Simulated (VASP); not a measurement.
Here is a VASP 6.6.1 calculation.

INCAR

```
SYSTEM = Si8O15
ALGO = Normal
EDIFF = 1E-7
ENCUT = 520
GGA = CA
ISIF = 2
ISMEAR = -1
LASPH = .True.
LCHARG = .False.
LREAL = Auto
LWAVE = .False.
NBANDS = 78
NELECT = 120.0
NELM = 100
PREC = Accurate
SIGMA = 0.05
```

File KPOINTS:

```
k-points
0
Gamma
  2 2 2
  0 0 0
```

The input POSCAR:

```
Si8O15
1.0
    0.0000000000      5.0462000000      4.4946000000
    4.0970000000      0.0000000000      4.4946000000
    4.0970000000      5.0462000000      0.0000000000
Si O
8 15
Direct
    0.2052293008      0.0517027955      0.9619008169
    0.3299485935      0.4543941734      0.0105587190
    0.8298547118      0.9338668652      0.0447889805
    0.1961475535      0.0244852058      0.4749590217
    0.6553404478      0.5726684962      0.4586766343
    0.7905840316      0.9529764632      0.5534833855
    0.2945119635      0.4405854868      0.5401711644
    0.7100398777      0.5436029381      0.9499957927
    0.4088971676      0.5201407890      0.2048450543
    0.2619331036      0.1442536538      0.6231019723
    0.3502038516      0.7103973142      0.5226739574
    0.3846897256      0.1603360832      0.1899817103
    0.0802406067      0.9973818736      0.2990870061
    0.2309442393      0.3532583593      0.8808087629
    0.1451299851      0.7752600385      0.9880440865
    0.8966956088      0.0169227333      0.7236020410
    0.7714589905      0.6498316694      0.1213980108
    0.8670922978      0.2070889419      0.0208915316
    0.9644722237      0.6113852497      0.6458297857
    0.6150394860      0.4796777302      0.7668777983
    0.7313638543      0.8404745740      0.3824199830
    0.6306759151      0.2895452392      0.4826148780
    0.5377762210      0.8830716854      0.8516122297
```

Potentials or basis: VASP PAW LDA potentials, release 64 (Si, O).

The run is started by

```bash
$ cat potpaw_LDA.64/Si/POTCAR potpaw_LDA.64/O/POTCAR > POTCAR
$ mpirun -np 1 vasp_std > vasp.out
```

Q: Predict the largest force.

A: 1.064 eV/Å.

Forces in eV/Å, atoms in the order of the input:
```
Si  -0.023 -0.018 -0.092
Si  -0.003  0.054 -0.069
Si   0.160 -0.223 -0.088
Si  -0.106 -0.015  0.092
Si   0.033  0.062  0.018
Si   0.068 -0.021  0.005
Si   0.096 -0.027  0.022
Si   0.030 -0.005 -0.005
O    0.068 -0.085 -0.121
O    0.004 -0.117 -0.006
O    0.043 -0.019 -0.076
O   -0.857  0.545  0.318
O    0.146 -0.034  0.177
O    0.085  0.042 -0.074
O    0.023 -0.005 -0.081
O   -0.004 -0.048  0.041
O    0.016 -0.056 -0.058
O    0.072 -0.025  0.031
O    0.038 -0.017  0.028
O    0.004  0.010  0.048
O    0.057  0.064  0.018
O    0.033 -0.018 -0.072
O    0.014 -0.046 -0.056
```

Caveat: the k points lie up to 0.61 Å⁻¹ apart; the cell carries a net charge on a neutralising background, which shifts energy and pressure.
